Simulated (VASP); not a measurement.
# LiTi12O24 (a cell with a defect) in VASP: further runs, part 2 of 2

VASP 6.6.1. The steps go on from the part before.

### 3 Single point, PBE

INCAR reads:

```
SYSTEM = LiTi12O24
  PREC = Accurate
  ENCUT = 520
  EDIFF = 1E-6
  ISMEAR = 0
  SIGMA = 0.02
  LREAL = Auto
  LASPH = .True.
  NELM = 60
  ALGO = Normal
  ISIF = 2
  LWAVE = .False.
  LCHARG = .True.
  GGA = PE
  LELF = .True.
  LVHAR = .True.
  NBANDS = 170
  NELECT = 290.0
```

KPOINTS reads:

```
Automatic mesh
0
Gamma
  2 2 2
  0.5 0.5 0.5
```

POSCAR reads:

```
LiTi12O24
1.0
   -4.6433174325     -4.6433174325      0.0000000000
   -4.6433174325      4.6433174325      0.0000000000
    0.0000000000      0.0000000000     -8.8916049598
Ti O Li
12 24 1
Direct
   -0.0027285449      0.5139035904      0.3388923612
    0.0255850481      0.5144725802      0.0083407889
   -0.0181458626      0.4849556449      0.6692970534
    0.5027394818     -0.0139221582      0.3388951729
    0.4744083367     -0.0144645506      0.0083441629
    0.5181473235      0.0150191110      0.6692960413
    0.4860454907      0.4973046822      0.4944359337
    0.5149978512      0.4818984557      0.1640485612
    0.4855652306      0.5255032712      0.8249782838
    0.0139607083      0.0026741657      0.4944217630
   -0.0150001590      0.0181044051      0.1640366398
    0.0144288003     -0.0255057945      0.8249658001
    0.8045514989      0.4972804538      0.5002633405
    0.8082419638      0.4985922314      0.1632728857
    0.8025738180      0.5013880773      0.8349124858
    0.3060863317      0.0031557179      0.4993801479
    0.3011925246     -0.0008785744      0.1709193117
    0.3061207899     -0.0053451009      0.8312871561
   -0.0013256686      0.1917543896      0.6700030002
   -0.0026969942      0.1954348401      0.3330688906
    0.0015983185      0.1974141362      0.9984647361
    0.4991968638      0.6988009214      0.6624420480
    0.5032145732      0.6939338193      0.3339373503
    0.4946806962      0.6938835319      1.0020063915
   -0.0032168811      0.8060627029      0.3339318395
    0.0053136578      0.8061206356      0.0020031254
    0.0007993208      0.8011891399      0.6624377744
    0.5026923173      0.3045652210      0.3330710275
    0.4983967893      0.3025910936     -0.0015384174
    0.5013241145      0.3082403951      0.6700056994
    0.1939151292      0.4968388514      0.4993828471
    0.1988021524      0.5008827274      0.1709167250
    0.1938780868      0.5053500076      0.8312878309
    0.6954484691      0.0027127157      0.5002623284
    0.6917531585      0.0014100910      0.1632698491
    0.6974271191     -0.0013971692      0.8349076498
    0.7499967535      0.2499941081      0.9169669634
```

Potentials or basis: VASP PAW PBE potentials, release 64 (Ti_sv, O, Li_sv).

Command:

```
> cat potpaw_PBE.64/Ti_sv/POTCAR potpaw_PBE.64/O/POTCAR potpaw_PBE.64/Li_sv/POTCAR > POTCAR
> mpirun -np 1 vasp_std > vasp.out
```

OUTCAR:

```text
SYSTEM = LiTi12O24
   PREC = Accurate
   ENCUT = 520
   EDIFF = 1E-6
   ISMEAR = 0
   LREAL = Auto
   LASPH = .True.
   NELM = 60
   ISIF = 2
   GGA = PE
   NELECT = 290.0

 ion  position               nearest neighbor table
   1  0.997  0.514  0.339-  13 1.92  25 1.92  31 1.93  14 2.00  32 2.00  20 2.09
   2  0.026  0.514  0.008-  32 1.84  26 1.92  33 1.92  14 1.99  21 2.09  15 2.13  37 2.64
   3  0.982  0.485  0.669-  15 1.89  13 1.90  19 1.93  33 2.01  31 2.06  27 2.08
   4  0.503  0.986  0.339-  34 1.92  23 1.92  16 1.93  35 2.00  17 2.00  28 2.09
   5  0.474  0.986  0.008-  17 1.84  24 1.92  18 1.92  35 1.99  29 2.09  36 2.13  37 2.64
   6  0.518  0.015  0.669-  36 1.89  34 1.90  30 1.93  18 2.01  16 2.06  22 2.08
[... 922 lines left out ...]
  external PRESSURE =      -5.6160157 kB  Pullay stress =       0.0000000 kB

 VOLUME and BASIS-vectors are now :
 -----------------------------------------------------------------------------
  energy-cutoff  :      520.00
  volume of cell :      383.41
      direct lattice vectors                 reciprocal lattice vectors
    -4.643317432 -4.643317432  0.000000000    -0.107681632 -0.107681632  0.000000000
    -4.643317432  4.643317432  0.000000000    -0.107681632  0.107681632  0.000000000
     0.000000000  0.000000000 -8.891604960     0.000000000  0.000000000 -0.112465635

 POSITION                                       TOTAL-FORCE (eV/Angst)
 -----------------------------------------------------------------------------------
     -7.01687     -2.24443     -3.01330         0.012508     -0.018870      0.033914
     -2.50766      2.27006     -0.07416         0.043541      0.018826      0.035279
     -6.81086     -2.30726     -5.95112        -0.034642     -0.008392     -0.004376
     -6.91305      2.24429     -3.01332        -0.012539      0.019990      0.034570
     -6.77898      2.37333     -0.07419        -0.042772     -0.017903      0.033151
     -2.47566     -2.33618     -5.95112         0.034467      0.008698     -0.004587
[... 29 lines left out ...]
     -7.87521      1.39845     -7.42367        -0.006006     -0.037035     -0.023090
     -4.64328     -2.32167     -8.15331        -0.000126      0.000065      0.010490
 -----------------------------------------------------------------------------------
    total drift:                                0.000148      0.000167      0.017534

  FREE ENERGIE OF THE ION-ELECTRON SYSTEM (eV)
  ---------------------------------------------------
  free  energy   TOTEN  =      -332.1396098592 eV

  energy  without entropy=     -332.1396098592  energy(sigma->0) =     -332.13960986
```

OSZICAR:

```text
N       E                     dE             d eps       ncg     rms          rms(c)
DAV:   1     0.498025663863E+04    0.49803E+04   -0.14034E+05  1360   0.205E+03
DAV:   2     0.760784348560E+03   -0.42195E+04   -0.40525E+04  1360   0.654E+02
DAV:   3    -0.326077685082E+03   -0.10869E+04   -0.10536E+04  1728   0.278E+02
[... 11 lines left out ...]
DAV:  15    -0.332139609731E+03    0.57848E-04   -0.53781E-04  1952   0.997E-02    0.311E-02
DAV:  16    -0.332139611118E+03   -0.13878E-05   -0.14349E-04  2006   0.469E-02    0.187E-02
DAV:  17    -0.332139606926E+03    0.41925E-05   -0.22020E-05  1920   0.226E-02    0.813E-03
DAV:  18    -0.332139609357E+03   -0.24313E-05   -0.12560E-05  1676   0.127E-02    0.626E-03
DAV:  19    -0.332139609859E+03   -0.50188E-06   -0.55910E-06  1352   0.882E-03
   1 F= -.33213961E+03 E0= -.33213961E+03  d E =-.401191E-25
```

stdout:

```text
POSCAR found type information on POSCAR TiO Li
 POSCAR found :  3 types and      37 ions
 scaLAPACK will be used
 LDA part: xc-table for (Slater+PW92), standard interpolation
 POSCAR, INCAR and KPOINTS ok, starting setup
 FFT: planning ... GRIDC
 FFT: planning ... GRID_SOFT
 FFT: planning ... GRID
 WAVECAR not read
 entering main loop
 the old and the new charge density differ
 old charge density:   291.00000 new  290.00000
    0.763E+01
```

Wall time 17 min (1 thread of Oxide Virtual Turin-like, shared host); peak memory 0.48 GiB.

What came out:

- Free energy: -332.1396 eV
- Largest force: 0.066 eV/Å

Forces in eV/Å, atoms in the order of the input:
```
Ti   0.013 -0.019  0.034
Ti   0.044  0.019  0.035
Ti  -0.035 -0.008 -0.004
Ti  -0.013  0.020  0.035
Ti  -0.043 -0.018  0.033
Ti   0.034  0.009 -0.005
Ti  -0.014 -0.010 -0.026
Ti  -0.011  0.048  0.000
Ti   0.010 -0.047 -0.030
Ti   0.013  0.010 -0.027
Ti   0.011 -0.048  0.001
Ti  -0.009  0.046 -0.028
O    0.043  0.043  0.008
O    0.000  0.001  0.008
O    0.006  0.037 -0.023
O    0.000  0.001 -0.024
O    0.040  0.038 -0.036
O    0.001  0.002  0.024
O    0.001  0.002 -0.010
O   -0.047  0.044 -0.008
O   -0.036  0.000  0.018
O   -0.043  0.040  0.029
O    0.001  0.001  0.023
O   -0.003  0.003 -0.022
O   -0.001 -0.001  0.023
O    0.003 -0.003 -0.022
O    0.042 -0.039  0.029
O    0.047 -0.044 -0.008
O    0.036  0.000  0.017
O   -0.001 -0.002 -0.010
O    0.000 -0.001 -0.024
O   -0.040 -0.038 -0.036
O   -0.001 -0.002  0.024
O   -0.043 -0.044  0.007
O   -0.001 -0.001  0.008
O   -0.006 -0.037 -0.023
Li   0.000  0.000  0.010
```

Levels at points of the mesh, in eV from the Fermi level:
```csv
k point,band 143,band 144,band 145,band 146,band 147,band 148
"(0.25, 0.25, 0.25)",-0.72,-0.43,-0.15,2.40,2.43,2.45
```

Caveat: the cell carries a net charge on a neutralising background, which shifts energy and pressure; the cell is charged against a uniform background, so pressure and absolute levels hang on convention; the cutoff is under 1.25 times the usual one of these potentials, so pressure, stress and relaxed cells hold a basis-set (Pulay) error.
